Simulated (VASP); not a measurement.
# SiAs5 (F-43m) in VASP: a series of runs

SiAs5 is run at these levels: PBE; tasks: relaxation of cell and atoms, single point.

Everything below comes from runs of VASP 6.6.1. Logs are shortened: lines on timing, memory, paths and dates and some standing lists are left out, and cuts for length are marked.

## Step 1: The cell of the first run

It takes space group F-43m (No. 216, cubic). Conventional cell: a = 8.373 Å, b = 8.373 Å, c = 8.373 Å, α = 90.00°, β = 90.00°, γ = 90.00°. Si (site symmetry -43m) has 16 As at 3.45 to 3.63 Å within 4.5 Å. Within 3.5 Å of As (site symmetry 3m) lie 6 As at 2.68 to 3.24 Å and 3 Si at 3.45 Å. As (site symmetry -43m) has 12 As at 3.50 Å and 4 Si at 3.63 Å within 4.6 Å.

## Step 2: Relaxation of cell and atoms, PBE

The input, INCAR:

```
SYSTEM = SiAs5
PREC = Accurate
ENCUT = 600
EDIFF = 1E-6
ISMEAR = 0
SIGMA = 0.1
LREAL = .FALSE.
LASPH = .TRUE.
NELM = 60
ALGO = Normal
ISIF = 3
LWAVE = .FALSE.
LCHARG = .FALSE.
GGA = PE
IBRION = 2
NSW = 90
EDIFFG = -0.04
```

The input, KPOINTS:

```
Automatic mesh
0
G
  4 4 4
  0 0 0
```

The input, POSCAR:

```
SiAs5
1.0
    0.0000000000      4.1867115900      4.1867115900
    4.1867115900      0.0000000000      4.1867115900
    4.1867115900      4.1867115900      0.0000000000
Si As
1 5
Direct
    0.7500000000      0.7500000000      0.7500000000
    0.1133444000      0.1133444000      0.1133444000
    0.1133444000      0.1133444000      0.6599668000
    0.1133444000      0.6599668000      0.1133444000
    0.6599668000      0.1133444000      0.1133444000
    0.5000000000      0.5000000000      0.5000000000
```

Potentials or basis: VASP PAW PBE potentials, release 64 (Si, As).

Command:

```bash
> cat potpaw_PBE.64/Si/POTCAR potpaw_PBE.64/As/POTCAR > POTCAR
> mpirun -np 1 vasp_std > vasp.out
```

OUTCAR:

```text
SYSTEM = SiAs5
   PREC = Accurate
   ENCUT = 600
   EDIFF = 1E-6
   ISMEAR = 0
   LREAL = .FALSE.
   LASPH = .TRUE.
   NELM = 60
   ISIF = 3
   GGA = PE
   IBRION = 2
   NSW = 90
   EDIFFG = -0.04

 ion  position               nearest neighbor table
   1  0.750  0.750  0.750-
   2  0.113  0.113  0.113-   3 2.68   4 2.68   5 2.68
   3  0.113  0.113  0.660-   2 2.68   4 2.68   5 2.68
   4  0.113  0.660  0.113-   2 2.68   3 2.68   5 2.68
   5  0.660  0.113  0.113-   2 2.68   3 2.68   4 2.68
   6  0.500  0.500  0.500-

  LATTYP: Found a face centered cubic cell.
 ALAT       =     8.3734231800

  Lattice vectors:

 A1 = (   0.0000000000,   4.1867115900,   4.1867115900)
 A2 = (   4.1867115900,   0.0000000000,   4.1867115900)
 A3 = (   4.1867115900,   4.1867115900,   0.0000000000)

Analysis of symmetry for initial positions (statically):
=====================================================================
 Subroutine PRICEL returns:
 Original cell was already a primitive cell.

 Routine SETGRP: Setting up the symmetry group for a
 face centered cubic supercell.

 Subroutine GETGRP returns: Found 24 space group operations
 (whereof 24 operations were pure point group operations)
 out of a pool of 48 trial point group operations.

The static configuration has the point symmetry T_d .

Analysis of symmetry for dynamics (positions and initial velocities):
=====================================================================
 Subroutine PRICEL returns:
 Original cell was already a primitive cell.

 Routine SETGRP: Setting up the symmetry group for a
 face centered cubic supercell.

 Subroutine GETGRP returns: Found 24 space group operations
 (whereof 24 operations were pure point group operations)
 out of a pool of 48 trial point group operations.

The dynamic configuration has the point symmetry T_d .

 Subroutine INISYM returns: Found 24 space group operations
 (whereof 24 operations are pure point group operations),
 and found     1 'primitive' translations

----------------------------------------------------------------------------------------

                                     Primitive cell

  volume of cell :     146.7740

  direct lattice vectors                    reciprocal lattice vectors
     0.000000000  4.186711590  4.186711590    -0.119425470  0.119425470  0.119425470
     4.186711590  0.000000000  4.186711590     0.119425470 -0.119425470  0.119425470
     4.186711590  4.186711590  0.000000000     0.119425470  0.119425470 -0.119425470

  length of vectors
     5.920904312  5.920904312  5.920904312     0.206850982  0.206850982  0.206850982

  position of ions in fractional coordinates (direct lattice)
     0.750000000  0.750000000  0.750000000
     0.113344400  0.113344400  0.113344400
     0.113344400  0.113344400  0.659966800
     0.113344400  0.659966800  0.113344400
     0.659966800  0.113344400  0.113344400
     0.500000000  0.500000000  0.500000000

  ion indices of the primitive-cell ions
   primitive index   ion index
                 1           1
                 2           2
                 3           3
                 4           4
                 5           5
                 6           6

----------------------------------------------------------------------------------------

 KPOINTS: Automatic mesh

Automatic generation of k-mesh.
 Grid dimensions read from file:
 generate k-points for:    4    4    4

 Generating k-lattice:

  Cartesian coordinates                     Fractional coordinates (reciprocal lattice)
    -0.029856368  0.029856368  0.029856368     0.250000000  0.000000000  0.000000000
     0.029856368 -0.029856368  0.029856368     0.000000000  0.250000000  0.000000000
     0.029856368  0.029856368 -0.029856368     0.000000000  0.000000000  0.250000000

  Length of vectors
     0.051712746  0.051712746  0.051712746

  Shift w.r.t. Gamma in fractional coordinates (k-lattice)
     0.000000000  0.000000000  0.000000000

 Subroutine IBZKPT returns following result:
 ===========================================

 Found      8 irreducible k-points:

 Following reciprocal coordinates:
            Coordinates               Weight
  0.000000  0.000000  0.000000      1.000000
  0.250000  0.000000  0.000000      8.000000
  0.500000  0.000000  0.000000      4.000000
  0.250000  0.250000  0.000000      6.000000
  0.500000  0.250000  0.000000     24.000000
 -0.250000  0.250000  0.000000     12.000000
  0.500000  0.500000  0.000000      3.000000
 -0.250000  0.500000  0.250000      6.000000
   k-points           NKPTS =      8   k-points in BZ     NKDIM =      8   number of bands    NBANDS=     18
   number of dos      NEDOS =    301   number of ions     NIONS =      6
   total plane-waves  NPLWV = 110592
   dimension x,y,z NGX =    48 NGY =   48 NGZ =   48
   dimension x,y,z NGXF=    96 NGYF=   96 NGZF=   96
   ions per type =               1   5
   NGX,Y,Z   is equivalent  to a cutoff of  13.48, 13.48, 13.48 a.u.
   NGXF,Y,Z  is equivalent  to a cutoff of  26.95, 26.95, 26.95 a.u.
 SYSTEM =  SiAs5
   PREC   = accura    normal or accurate (medium, high low for compatibility)
   ISTART =      0    job   : 0-new  1-cont  2-samecut
   ICHARG =      2    charge: 1-file 2-atom 10-const
   ISPIN  =      1    spin polarized calculation?
   LNONCOLLINEAR =      F non collinear calculations
   LSORBIT =      F    spin-orbit coupling
   LASPH  =      T    aspherical Exc in radial PAW
   ENCUT  =  600.0 eV  44.10 Ry    6.64 a.u.  11.83 11.83 11.83*2*pi/ulx,y,z
   NELM   =     60;   NELMIN=  2; NELMDL= -5     # of ELM steps
   EDIFF  = 0.1E-05   stopping-criterion for ELM
   LREAL  =      F    real-space projection
   EDIFFG = -.4E-01   stopping-criterion for IOM
   NSW    =     90    number of steps for IOM
   IBRION =      2    ionic relax: 0-MD 1-quasi-New 2-CG
   NFREE  =      1    steps in history (QN), initial steepest desc. (CG)
   ISIF   =      3    stress and relaxation
   ISYM   =      2    0-nonsym 1-usesym 2-fastsym
   POTIM  = 0.5000    time-step for ionic-motion
   TEBEG  =    0.0;   TEEND  =   0.0 temperature during run
   PSTRESS=    0.0 pullay stress
   NELECT =      29.0000    total number of electrons
   NUPDOWN=      -1.0000    fix difference up-down
   EMIN   =  10.00;   EMAX   =-10.00  energy-range for DOS
   EFERMI =   0.00;   METHOD = LEGACY
   ISMEAR =     0;   SIGMA  =   0.10  broadening in eV -4-tet -1-fermi 0-gaus
   EFERMI_NEDOS =   21; number of points for ismear=-14 and -15
   IALGO  =     38    algorithm
   IMIX   =      4    mixing-type and parameters
     AMIX     =   0.40;   BMIX     =  1.00
     AMIX_MAG =   1.60;   BMIX_MAG =  1.00
  volume/ion in A,a.u.               =      24.46       165.08
  Fermi-wavevector in a.u.,A,eV,Ry     =   0.953508  1.801869 12.370117  0.909178
  Thomas-Fermi vector in A             =   2.082170
   LORBIT       =      0    0 simple, 1 ext, 2 COOP (PROOUT), +10 PAW based schemes
   GGA     = PE    functional components
   LHFCALC =     F    Hartree Fock is set to
   AEXX    =    0.0000 exact exchange contribution
   IVDW    =     0    specifies the selected vdW correction
   LEPSILON=     F    determine dielectric tensor
   LRPA    =     F    only Hartree local field effects (RPA)
 conjugate gradient relaxation of ions
 non-spin polarized calculation
 Gauss-broadening in eV      SIGMA  =   0.10
  energy-cutoff  :      600.00
  volume of cell :      146.77
 maximum number of plane-waves:      4916
   NGX = 23   NGY = 23   NGZ = 23

--------------------------------------- Ionic step        1  -------------------------------------------

 number of electron      28.9999999 magnetization

 Free energy of the ion-electron system (eV)
  ---------------------------------------------------
  ext. energy  EPLUGINS =         0.00000000
  ---------------------------------------------------
  free energy    TOTEN  =       -24.04357394 eV

  energy without entropy =      -24.02292952  energy(sigma->0) =      -24.03325173

 E-fermi :   4.1312     XC(G=0):  -9.5332

 val. band max:        4.1025623887   @ k =   0.5000   0.2500   0.0000
 cond. band min:       4.2607464899   @ k =   0.5000   0.5000   0.0000
 fundamental gap:      0.1581841013
 Fermi energy:         4.1312109748

 k-point     1 :       0.0000    0.0000    0.0000
  band No.  band energies     occupation
      1      -9.7959      2.00000
      2      -5.7259      2.00000
      3      -5.2585      2.00000
      4      -5.2585      2.00000
      5      -5.2585      2.00000
      6      -2.3002      2.00000
[... 10 lines left out ...]
     17       5.9976      0.00000
     18       5.9976      0.00000
[... 258 lines left out ...]
  FREE ENERGIE OF THE ION-ELECTRON SYSTEM (eV)
  ---------------------------------------------------
  free  energy   TOTEN  =       -24.5461764734 eV

  energy  without entropy=      -24.5212398370  energy(sigma->0) =      -24.53370816

[... ionic steps 4 to 8 ...]

--------------------------------------- Ionic step        9  -------------------------------------------

 number of electron      29.0000000 magnetization

------------------------ aborting loop because EDIFF is reached ----------------------------------------

  FORCE on cell =-STRESS in cart. coord.  units (eV):
  Direction    XX          YY          ZZ          XY          YZ          ZX
  --------------------------------------------------------------------------------------
  -------------------------------------------------------------------------------------
  Total       -0.2008191     -0.2008191     -0.2008191      0.0000000      0.0000000      0.0000000
  in kB       -2.6944648     -2.6944648     -2.6944648      0.0000000      0.0000000      0.0000000
  external PRESSURE =      -2.6944648 kB  Pullay stress =       0.0000000 kB
[... 65 lines left out ...]
  energy  without entropy=      -24.9396231857  energy(sigma->0) =      -24.94970365

--------------------------------------- Ionic step       11  -------------------------------------------

 number of electron      29.0000000 magnetization

 Free energy of the ion-electron system (eV)
  ---------------------------------------------------
  ext. energy  EPLUGINS =         0.00000000
  ---------------------------------------------------
  free energy    TOTEN  =       -24.96154187 eV

  energy without entropy =      -24.94136610  energy(sigma->0) =      -24.95145398

 E-fermi :   6.4381     XC(G=0): -10.4517

 val. band max:        6.2223743773   @ k =   0.5000   0.0000   0.0000
 cond. band min:       6.4650271221   @ k =   0.5000   0.0000   0.0000
 fundamental gap:      0.2426527448
 Fermi energy:         6.4380639100

 k-point     1 :       0.0000    0.0000    0.0000
  band No.  band energies     occupation
      1      -8.8109      2.00000
      2      -3.6960      2.00000
      3      -3.1750      2.00000
      4      -3.1750      2.00000
      5      -3.1750      2.00000
      6      -1.4526      2.00000
[... 10 lines left out ...]
     17       8.7027      0.00000
     18       8.7027      0.00000
[... 178 lines left out ...]
  FREE ENERGIE OF THE ION-ELECTRON SYSTEM (eV)
  ---------------------------------------------------
  free  energy   TOTEN  =       -24.9615418659 eV

  energy  without entropy=      -24.9413660966  energy(sigma->0) =      -24.95145398

 reached required accuracy - stopping structural energy minimisation
```

It took 2.1 min on 1 thread of Intel Xeon 6975P-C (Granite Rapids), shared host; peak memory 0.34 GiB.

Results:

```
Free energy                            : -24.9615 eV
Relaxed volume                         : 19.85 Å³/atom
Relaxed cell                           : a = 5.522 Å, b = 5.522 Å, c = 5.522 Å, α = 60.00°, β = 60.00°, γ = 60.00°
Space group after relaxing (to 0.05 Å) : F-43m (No. 216)
Energy gained by relaxing              : 153.0 meV/atom
Ionic steps                            : 11
Pressure after relaxing                : -0.1 GPa
Largest force after relaxing           : 0.032 eV/Å
```

Forces in eV/Å, atoms in the order of the input:
```
Si   0.000  0.000  0.000
As   0.018  0.018  0.018
As  -0.018 -0.018  0.018
As  -0.018  0.018 -0.018
As   0.018 -0.018 -0.018
As   0.000  0.000  0.000
```

The path:
```csv
step,energy change (eV),largest force (eV/Å),pressure (GPa),volume (Å³)
1,0.0000,0.1356,-7.35,146.77
2,-0.4828,1.5630,1.68,124.21
3,-0.5026,1.2493,-0.24,127.48
4,-0.7492,0.9588,0.29,121.45
5,-0.6035,0.3604,9.10,107.70
6,-0.8516,0.5731,2.28,116.45
7,-0.8560,0.4253,3.05,115.06
8,-0.9096,0.0028,-1.29,121.04
9,-0.9162,0.0737,-0.27,119.41
10,-0.9162,0.0693,-0.32,119.50
11,-0.9180,0.0320,-0.09,119.08
```

Final structure:
```
CELL_PARAMETERS angstrom
0.00000 3.90485 3.90485
3.90485 0.00000 3.90485
3.90485 3.90485 0.00000
ATOMIC_POSITIONS crystal
Si 0.75000 0.75000 0.75000
As 0.12392 0.12392 0.12392
As 0.12392 0.12392 0.62824
As 0.12392 0.62824 0.12392
As 0.62824 0.12392 0.12392
As 0.50000 0.50000 0.50000
```

Levels at points of the mesh, in eV from the Fermi level:
| k point | band 12 | band 13 | band 14 | band 15 | band 16 | band 17 | band 18 |
| --- | --- | --- | --- | --- | --- | --- | --- |
| (0.00, 0.00, 0.00) | -3.40 | -2.47 | -2.47 | -2.47 | 2.26 | 2.26 | 2.26 |
| (0.50, 0.00, 0.00) | -2.14 | -1.73 | -1.73 | -0.22 | 0.03 | 1.24 | 1.24 |
| (0.50, 0.50, 0.00) | -1.50 | -1.14 | -1.06 | -0.98 | -0.83 | 0.28 | 0.77 |

Caveat: the volume moved by over 15 % at a fixed basis, so the end points are rough.

(Part 1 of 2 ends here.)
